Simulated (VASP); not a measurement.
# LiCl (F-43m) in VASP: notebook

LiCl is run at these levels: LDA, PBE; tasks: single point.

Program: VASP 6.6.1. These are calculated values, not measurements. Logs are shortened: lines on timing, memory, paths and dates and some standing lists are left out, and cuts for length are marked.

## Step 1: The cell of the first run

The structure is cubic, space group F-43m (No. 216). Conventional cell: a = 5.325 Å, b = 5.325 Å, c = 5.325 Å, α = 90.00°, β = 90.00°, γ = 90.00°. Li (site symmetry -43m) has 4 Cl at 2.31 Å within 3.0 Å. Cl (site symmetry -43m) has 4 Li at 2.31 Å within 3.0 Å.

## Step 2: Single point, LDA

INCAR reads:

```
SYSTEM = LiCl
  ALGO = Normal
  EDIFF = 1E-6
  ENCUT = 520
  ISIF = 2
  ISMEAR = -1
  LASPH = .TRUE.
  LCHARG = .FALSE.
  LREAL = .FALSE.
  LWAVE = .FALSE.
  NBANDS = 12
  NELM = 100
  PREC = Accurate
  SIGMA = 0.02
```

KPOINTS reads:

```
k-points
0
G
  8 8 8
  0 0 0
```

POSCAR reads:

```
LiCl
1.0
    0.0000000000      2.6625978506      2.6625978506
    2.6625978506      0.0000000000      2.6625978506
    2.6625978506      2.6625978506      0.0000000000
Li Cl
1 1
Direct
    0.0000000000      0.0000000000      0.0000000000
    0.2500000000      0.2500000000      0.2500000000
```

Potentials or basis: VASP PAW LDA potentials, release 64 (Li_sv, Cl).

Run with:

```bash
cat potpaw_LDA.64/Li_sv/POTCAR potpaw_LDA.64/Cl/POTCAR > POTCAR
mpirun -np 1 vasp_std > vasp.out
```

OUTCAR:

```text
SYSTEM = LiCl
   EDIFF = 1E-6
   ENCUT = 520
   ISIF = 2
   ISMEAR = -1
   LASPH = .TRUE.
   LREAL = .FALSE.
   NELM = 100
   PREC = Accurate

 ion  position               nearest neighbor table
   1  0.000  0.000  0.000-   2 2.31   2 2.31   2 2.31   2 2.31
   2  0.250  0.250  0.250-   1 2.31   1 2.31   1 2.31   1 2.31

  LATTYP: Found a face centered cubic cell.
 ALAT       =     5.3251957012

  Lattice vectors:

 A1 = (   0.0000000000,   2.6625978506,   2.6625978506)
 A2 = (   2.6625978506,   0.0000000000,   2.6625978506)
 A3 = (   2.6625978506,   2.6625978506,   0.0000000000)

Analysis of symmetry for initial positions (statically):
=====================================================================
 Subroutine PRICEL returns:
 Original cell was already a primitive cell.

 Routine SETGRP: Setting up the symmetry group for a
 face centered cubic supercell.

 Subroutine GETGRP returns: Found 24 space group operations
 (whereof 24 operations were pure point group operations)
 out of a pool of 48 trial point group operations.

The static configuration has the point symmetry T_d .

Analysis of symmetry for dynamics (positions and initial velocities):
=====================================================================
 Subroutine PRICEL returns:
 Original cell was already a primitive cell.

 Routine SETGRP: Setting up the symmetry group for a
 face centered cubic supercell.

 Subroutine GETGRP returns: Found 24 space group operations
 (whereof 24 operations were pure point group operations)
 out of a pool of 48 trial point group operations.

The dynamic configuration has the point symmetry T_d .

 Subroutine INISYM returns: Found 24 space group operations
 (whereof 24 operations are pure point group operations),
 and found     1 'primitive' translations

----------------------------------------------------------------------------------------

                                     Primitive cell

  volume of cell :      37.7526

  direct lattice vectors                    reciprocal lattice vectors
     0.000000000  2.662597851  2.662597851    -0.187786526  0.187786526  0.187786526
     2.662597851  0.000000000  2.662597851     0.187786526 -0.187786526  0.187786526
     2.662597851  2.662597851  0.000000000     0.187786526  0.187786526 -0.187786526

  length of vectors
     3.765481991  3.765481991  3.765481991     0.325255804  0.325255804  0.325255804

  position of ions in fractional coordinates (direct lattice)
     0.000000000  0.000000000  0.000000000
     0.250000000  0.250000000  0.250000000

  ion indices of the primitive-cell ions
   primitive index   ion index
                 1           1
                 2           2

----------------------------------------------------------------------------------------

 KPOINTS: k-points

Automatic generation of k-mesh.
 Grid dimensions read from file:
 generate k-points for:    8    8    8

 Generating k-lattice:

  Cartesian coordinates                     Fractional coordinates (reciprocal lattice)
    -0.023473316  0.023473316  0.023473316     0.125000000  0.000000000  0.000000000
     0.023473316 -0.023473316  0.023473316     0.000000000  0.125000000  0.000000000
     0.023473316  0.023473316 -0.023473316     0.000000000  0.000000000  0.125000000

  Length of vectors
     0.040656975  0.040656975  0.040656975

  Shift w.r.t. Gamma in fractional coordinates (k-lattice)
     0.000000000  0.000000000  0.000000000

 Subroutine IBZKPT returns following result:
 ===========================================

 Found     29 irreducible k-points:

 Following reciprocal coordinates:
            Coordinates               Weight
  0.000000  0.000000  0.000000      1.000000
  0.125000  0.000000  0.000000      8.000000
  0.250000  0.000000  0.000000      8.000000
  0.375000  0.000000  0.000000      8.000000
  0.500000  0.000000  0.000000      4.000000
  0.125000  0.125000  0.000000      6.000000
[... 16 lines left out ...]
  0.500000  0.250000  0.125000     48.000000
 -0.375000  0.250000  0.125000     24.000000
 [... further k-points ...]
   k-points           NKPTS =     29   k-points in BZ     NKDIM =     29   number of bands    NBANDS=     12
   number of dos      NEDOS =    301   number of ions     NIONS =      2
   total plane-waves  NPLWV =  21952
   dimension x,y,z NGX =    28 NGY =   28 NGZ =   28
   dimension x,y,z NGXF=    56 NGYF=   56 NGZF=   56
   ions per type =               1   1
   NGX,Y,Z   is equivalent  to a cutoff of  12.36, 12.36, 12.36 a.u.
   NGXF,Y,Z  is equivalent  to a cutoff of  24.72, 24.72, 24.72 a.u.
 SYSTEM =  LiCl
   PREC   = accura    normal or accurate (medium, high low for compatibility)
   ISTART =      0    job   : 0-new  1-cont  2-samecut
   ICHARG =      2    charge: 1-file 2-atom 10-const
   ISPIN  =      1    spin polarized calculation?
   LNONCOLLINEAR =      F non collinear calculations
   LSORBIT =      F    spin-orbit coupling
   LASPH  =      T    aspherical Exc in radial PAW
   ENCUT  =  520.0 eV  38.22 Ry    6.18 a.u.   7.00  7.00  7.00*2*pi/ulx,y,z
   NELM   =    100;   NELMIN=  2; NELMDL= -5     # of ELM steps
   EDIFF  = 0.1E-05   stopping-criterion for ELM
   LREAL  =      F    real-space projection
   EDIFFG = 0.1E-04   stopping-criterion for IOM
   NSW    =      0    number of steps for IOM
   IBRION =     -1    ionic relax: 0-MD 1-quasi-New 2-CG
   NFREE  =      0    steps in history (QN), initial steepest desc. (CG)
   ISIF   =      2    stress and relaxation
   ISYM   =      2    0-nonsym 1-usesym 2-fastsym
   POTIM  = 0.5000    time-step for ionic-motion
   TEBEG  =    0.0;   TEEND  =   0.0 temperature during run
   PSTRESS=    0.0 pullay stress
   NELECT =      10.0000    total number of electrons
   NUPDOWN=      -1.0000    fix difference up-down
   EMIN   =  10.00;   EMAX   =-10.00  energy-range for DOS
   EFERMI =   0.00;   METHOD = LEGACY
   ISMEAR =    -1;   SIGMA  =   0.02  broadening in eV -4-tet -1-fermi 0-gaus
   EFERMI_NEDOS =   21; number of points for ismear=-14 and -15
   IALGO  =     38    algorithm
   IMIX   =      4    mixing-type and parameters
     AMIX     =   0.40;   BMIX     =  1.00
     AMIX_MAG =   1.60;   BMIX_MAG =  1.00
  volume/ion in A,a.u.               =      18.88       127.38
  Fermi-wavevector in a.u.,A,eV,Ry     =   1.051379  1.986818 15.039847  1.105398
  Thomas-Fermi vector in A             =   2.186420
   LORBIT       =      0    0 simple, 1 ext, 2 COOP (PROOUT), +10 PAW based schemes
   GGA     = CA    functional components
   LHFCALC =     F    Hartree Fock is set to
   AEXX    =    0.0000 exact exchange contribution
   IVDW    =     0    specifies the selected vdW correction
   LEPSILON=     F    determine dielectric tensor
   LRPA    =     F    only Hartree local field effects (RPA)
 non-spin polarized calculation
  energy-cutoff  :      520.00
  volume of cell :       37.75
 maximum number of plane-waves:      1036
   NGX = 13   NGY = 13   NGZ = 13

 number of electron      10.0000000 magnetization

 number of electron       9.9999991 magnetization

 Free energy of the ion-electron system (eV)
  ---------------------------------------------------
  ext. energy  EPLUGINS =         0.00000000
  ---------------------------------------------------
  free energy    TOTEN  =        -8.01806782 eV

  energy without entropy =       -8.01806782  energy(sigma->0) =       -8.01806782

 E-fermi :  -0.2992     XC(G=0):  -8.5476

 val. band max:       -0.8048538708   @ k =   0.0000   0.0000   0.0000
 cond. band min:       5.1161396792   @ k =   0.0000   0.0000   0.0000
 fundamental gap:      5.9209935500
 Fermi energy:        -0.2992311639

 k-point     1 :       0.0000    0.0000    0.0000
  band No.  band energies     occupation
      1     -42.4789      2.00000
      2     -13.6485      2.00000
      3      -0.8049      2.00000
      4      -0.8049      2.00000
      5      -0.8049      2.00000
      6       5.1161      0.00000
      7       9.1590      0.00000
      8       9.1590      0.00000
      9       9.1590      0.00000
     10      13.8553      0.00000
     11      13.8553      0.00000
     12      16.9794      0.00000

 k-point     2 :       0.1250    0.0000    0.0000
  band No.  band energies     occupation
      1     -42.4786      2.00000
      2     -13.5980      2.00000
      3      -1.2508      2.00000
      4      -0.8603      2.00000
      5      -0.8603      2.00000
      6       5.5495      0.00000
      7       9.3271      0.00000
      8       9.3494      0.00000
      9       9.3494      0.00000
     10      13.2719      0.00000
     11      13.2719      0.00000
     12      15.8728      0.00000

 k-point     3 :       0.2500    0.0000    0.0000
  band No.  band energies     occupation
      1     -42.4776      2.00000
      2     -13.4709      2.00000
      3      -2.1504      2.00000
      4      -0.9871      2.00000
      5      -0.9871      2.00000
      6       6.4307      0.00000
      7       9.5799      0.00000
      8       9.5799      0.00000
      9       9.6480      0.00000
     10      13.0691      0.00000
     11      13.0691      0.00000
     12      15.3554      0.00000
[... 286 lines left out ...]
 k-point    23 :       0.5000    0.2500    0.1250
  band No.  band energies     occupation
      1     -42.4762      2.00000
      2     -13.2648      2.00000
      3      -2.7310      2.00000
      4      -1.7092      2.00000
      5      -1.3228      2.00000
      6       7.4289      0.00000
      7       8.6244      0.00000
      8      10.4162      0.00000
      9      10.6940      0.00000
     10      12.7629      0.00000
     11      15.5138      0.00000
     12      16.3745      0.00000

 k-point    24 :      -0.3750    0.2500    0.1250
  band No.  band energies     occupation
      1     -42.4759      2.00000
      2     -13.2173      2.00000
      3      -2.9217      2.00000
      4      -1.7496      2.00000
      5      -1.4199      2.00000
      6       7.7693      0.00000
      7       8.3497      0.00000
      8      10.5974      0.00000
      9      11.0479      0.00000
     10      13.0435      0.00000
     11      15.2584      0.00000
     12      16.2282      0.00000

 [... further k-points ...]

------------------------ aborting loop because EDIFF is reached ----------------------------------------

  FORCE on cell =-STRESS in cart. coord.  units (eV):
  Direction    XX          YY          ZZ          XY          YZ          ZX
  --------------------------------------------------------------------------------------
  -------------------------------------------------------------------------------------
  Total       -0.0232373     -0.0232373     -0.0232373      0.0000000      0.0000000     -0.0000000
  in kB       -0.9861634     -0.9861634     -0.9861634      0.0000000      0.0000000     -0.0000000
  external PRESSURE =      -0.9861634 kB  Pullay stress =       0.0000000 kB

 VOLUME and BASIS-vectors are now :
 -----------------------------------------------------------------------------
  energy-cutoff  :      520.00
  volume of cell :       37.75
      direct lattice vectors                 reciprocal lattice vectors
     0.000000000  2.662597851  2.662597851    -0.187786526  0.187786526  0.187786526
     2.662597851  0.000000000  2.662597851     0.187786526 -0.187786526  0.187786526
     2.662597851  2.662597851  0.000000000     0.187786526  0.187786526 -0.187786526

 POSITION                                       TOTAL-FORCE (eV/Angst)
 -----------------------------------------------------------------------------------
      0.00000      0.00000      0.00000         0.000000      0.000000      0.000000
      1.33130      1.33130      1.33130        -0.000000     -0.000000     -0.000000
 -----------------------------------------------------------------------------------
    total drift:                                0.000000      0.000000      0.000000

  FREE ENERGIE OF THE ION-ELECTRON SYSTEM (eV)
  ---------------------------------------------------
  free  energy   TOTEN  =        -8.0180678219 eV

  energy  without entropy=       -8.0180678219  energy(sigma->0) =       -8.01806782
```

Run time: 16 s. Hardware: 1 thread of Intel Xeon 8259CL, shared host; peak memory 0.13 GiB.

Results:

- Free energy: -8.0181 eV
- Band gap on the k mesh: 5.92 eV

Caveat: the cutoff is under 1.25 times the usual one of these potentials, so pressure, stress and relaxed cells hold a basis-set (Pulay) error.

## Step 3: Single point, PBE

This run uses another cell than the first one, of 20.97 Å³/atom.

INCAR reads:

```
SYSTEM = LiCl
PREC = Accurate
ENCUT = 520
EDIFF = 1E-6
ISMEAR = -1
SIGMA = 0.02
LREAL = .False.
LASPH = .True.
NELM = 80
ALGO = Normal
ISIF = 2
LWAVE = .False.
LCHARG = .False.
GGA = PE
NBANDS = 12
```

KPOINTS reads:

```
regular mesh
0
Gamma
  8 8 8
  0 0 0
```

POSCAR reads:

```
LiCl
1.0
    0.0000000000      2.7574202021      2.7574202021
    2.7574202021      0.0000000000      2.7574202021
    2.7574202021      2.7574202021      0.0000000000
Li Cl
1 1
Direct
    0.0000000000      0.0000000000      0.0000000000
    0.2500000000      0.2500000000      0.2500000000
```

Potentials or basis: VASP PAW PBE potentials, release 64 (Li_sv, Cl).

Run with:

```bash
cat potpaw_PBE.64/Li_sv/POTCAR potpaw_PBE.64/Cl/POTCAR > POTCAR
mpirun -np 1 vasp_std > vasp.out
```

Run time: 28 s. Hardware: 1 thread of Intel Xeon 8259CL, shared host; peak memory 0.16 GiB.

It converged, with:

* Free energy: -7.4276 eV
* Band gap on the k mesh: 5.96 eV

Levels at points of the mesh, in eV from the valence-band top:
```tsv
k point	band 2	band 3	band 4	band 5	band 6	band 7	band 8	band 9
(0.00, 0.00, 0.00)	-12.68	0.00	0.00	0.00	5.96	10.14	10.14	10.14
(0.50, 0.00, 0.00)	-12.40	-1.95	-0.28	-0.28	8.30	10.31	10.31	10.61
(0.50, 0.50, 0.00)	-12.31	-1.58	-0.80	-0.80	6.65	9.63	13.25	13.75
```

Caveat: the cutoff is under 1.25 times the usual one of these potentials, so pressure, stress and relaxed cells hold a basis-set (Pulay) error.

## Step 4: Single point, PBE

This run uses another cell than the first one, of 20.41 Å³/atom.

INCAR reads:

```
PREC = Accurate
ENCUT = 520
EDIFF = 1E-6
ISMEAR = -1
SIGMA = 0.02
LREAL = F
LASPH = T
NELM = 80
ALGO = Normal
ISIF = 2
LWAVE = F
LCHARG = T
GGA = PE
LELF = T
LVHAR = T
NBANDS = 12
```

KPOINTS reads:

```
Automatic mesh
0
Gamma
  8 8 8
```

POSCAR reads:

```
LiCl
1.0
    0.0000000000      2.7330437090      2.7330437090
    2.7330437090      0.0000000000      2.7330437090
    2.7330437090      2.7330437090      0.0000000000
Li Cl
1 1
Direct
    0.0000000000      0.0000000000      0.0000000000
    0.2500000000      0.2500000000      0.2500000000
```

Run with:

```bash
cat potpaw_PBE.64/Li_sv/POTCAR potpaw_PBE.64/Cl/POTCAR > POTCAR
mpirun -np 1 vasp_std > vasp.out
```

Run time: 29 s. Hardware: 1 thread of Intel Xeon 8259CL, shared host; peak memory 0.16 GiB.

Results (log left out):

```yaml
Free_energy: -7.4252 eV
Band_gap_on_the_k_mesh: 6.06 eV
```

Levels at points of the mesh, in eV from the valence-band top:
```csv
k point,band 2,band 3,band 4,band 5,band 6,band 7,band 8,band 9
"(0.00, 0.00, 0.00)",-12.73,0.00,0.00,0.00,6.06,10.18,10.18,10.18
"(0.50, 0.00, 0.00)",-12.44,-2.03,-0.29,-0.29,8.39,10.35,10.35,10.76
"(0.50, 0.50, 0.00)",-12.35,-1.65,-0.84,-0.84,6.64,9.66,13.51,13.95
```

Caveat: the cutoff is under 1.25 times the usual one of these potentials, so pressure, stress and relaxed cells hold a basis-set (Pulay) error. A k mesh can miss the band edges.

## Step 5: Single point, LDA

This run uses another cell than the first one, of 20.41 Å³/atom.

INCAR reads:

```
SYSTEM = LiCl
PREC = Accurate
ENCUT = 520
EDIFF = 1E-6
ISMEAR = 0
SIGMA = 0.01
LREAL = .FALSE.
LASPH = .TRUE.
NELM = 80
ALGO = Normal
ISIF = 2
LWAVE = .FALSE.
LCHARG = .FALSE.
GGA = CA
NBANDS = 12
```

KPOINTS reads:

```
regular mesh
0
G
  8 8 8
  0 0 0
```

POSCAR is that of step 4.

Potentials or basis: VASP PAW LDA potentials, release 64 (Li_sv, Cl).

Run with:

```bash
cat potpaw_LDA.64/Li_sv/POTCAR potpaw_LDA.64/Cl/POTCAR > POTCAR
mpirun -np 1 vasp_std > vasp.out
```

Run time: 20 s. Hardware: 1 thread of Intel Xeon 8259CL, shared host; peak memory 0.14 GiB.

The run converged. Its results:

- Free energy: -7.9977 eV
- Band gap on the k mesh: 5.64 eV

Levels at points of the mesh, in eV from the valence-band top:
```
           k point  band 1  band 2  band 3  band 4  band 5  band 6  band 7  band 8  band 9  band 10
(0.00, 0.00, 0.00)  -41.83  -12.65    0.00    0.00    0.00    5.64    9.88    9.88    9.88    14.43
(0.50, 0.00, 0.00)  -41.82  -12.35   -2.12   -0.30   -0.30    8.03   10.05   10.05   10.35    16.02
(0.50, 0.50, 0.00)  -41.82  -12.25   -1.71   -0.88   -0.88    6.24    9.37   13.14   13.55    13.55
```

Caveat: the cutoff is under 1.25 times the usual one of these potentials, so pressure, stress and relaxed cells hold a basis-set (Pulay) error.

## Step 6: Summary

| level | potentials or basis | cell | smearing | gap on the mesh (eV) |
| --- | --- | --- | --- | --- |
| LDA | VASP PAW LDA potentials, release 64 (Li_sv, Cl) | a = 3.765 Å, angles 60.0°, 2 atoms | fermi-dirac 0.02 eV | 5.92 |
| PBE | VASP PAW PBE potentials, release 64 (Li_sv, Cl) | a = 3.900 Å, angles 60.0°, 2 atoms | fermi-dirac 0.02 eV | 5.96 |
| PBE | VASP PAW PBE potentials, release 64 (Li_sv, Cl) | a = 3.865 Å, angles 60.0°, 2 atoms | fermi-dirac 0.02 eV | 6.06 |
| LDA | VASP PAW LDA potentials, release 64 (Li_sv, Cl) | a = 3.865 Å, angles 60.0°, 2 atoms | gaussian 0.01 eV | 5.64 |

Alike in all rows: task single point; no spin polarisation; k mesh 8 × 8 × 8; cutoff (eV) 520.

Caveats: the cutoff is under 1.25 times the usual one of these potentials, so pressure, stress and relaxed cells hold a basis-set (Pulay) error.

Total energies depend on the potentials used, so only differences within one code and one set of settings carry meaning.
